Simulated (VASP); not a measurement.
# NiO: electric field gradients with PBE

Crystal: NiO.

```xyz
2
Lattice="0.0000 2.0773 2.0773 2.0773 0.0000 2.0773 2.0773 2.0773 0.0000" Properties=species:S:1:pos:R:3 pbc="T T T"
Ni    0.0000    0.0000    0.0000
O     2.0773    2.0773    2.0773
```

This cell differs from its parent crystal: volume scaled by 0.98.

```json
{
 "Program": "VASP 6.6.1",
 "Task": "electric field gradients",
 "Functional": "PBE",
 "Potentials or basis": "VASP PAW PBE potentials, release 64 (Ni, O)",
 "Cutoff": "520 eV",
 "k mesh": "15 × 15 × 15",
 "Occupations": "fermi-dirac, width 0.03 eV",
 "Spin": "collinear spin, ferromagnetic start",
 "Starting moments": "[1.5, 0.0] μB",
 "Dipole correction": "no",
 "Further INCAR settings": "ALGO = Normal; EDIFF = 1e-08; NBANDS = 19"
}
```

```yaml
Pressure: 7.7 GPa
Net_moment: 1.66 μB per cell
Site_moments: Ni +1.37; O +0.25 μB
Valence_electrons_inside_the_program's_atomic_spheres: Ni 9.02; O 4.99
```

Levels at points of the mesh, in eV from the Fermi level:
Spin up:
| k point | band 7 | band 8 | band 9 | band 10 | band 11 | band 12 |
| --- | --- | --- | --- | --- | --- | --- |
| (0.00, 0.00, 0.00) | -2.70 | -2.70 | -2.70 | 1.57 | 17.85 | 19.00 |
Spin down:
```
           k point  band 3  band 4  band 5  band 6  band 7  band 8  band 9  band 10  band 11  band 12
(0.00, 0.00, 0.00)   -2.66   -2.66   -1.93   -1.92   -1.92   -0.72   -0.72     1.90    17.79    19.21
```

Run time: 100 s on 1 thread of Intel(R) Xeon(R) Platinum 8259CL CPU @ 2.50GHz (Skylake/Cascade Lake), on a shared host, peak memory 0.2 GiB.

Caveat: without QUAD_EFG the Cq values of the log hold for a quadrupole moment of 1 mb, not for the nuclei; a cell with one magnetic atom can't hold antiferromagnetic order, which such compounds often take; semilocal functionals often make such compounds metallic where correlation or magnetic order opens a gap, which also shifts bond lengths.
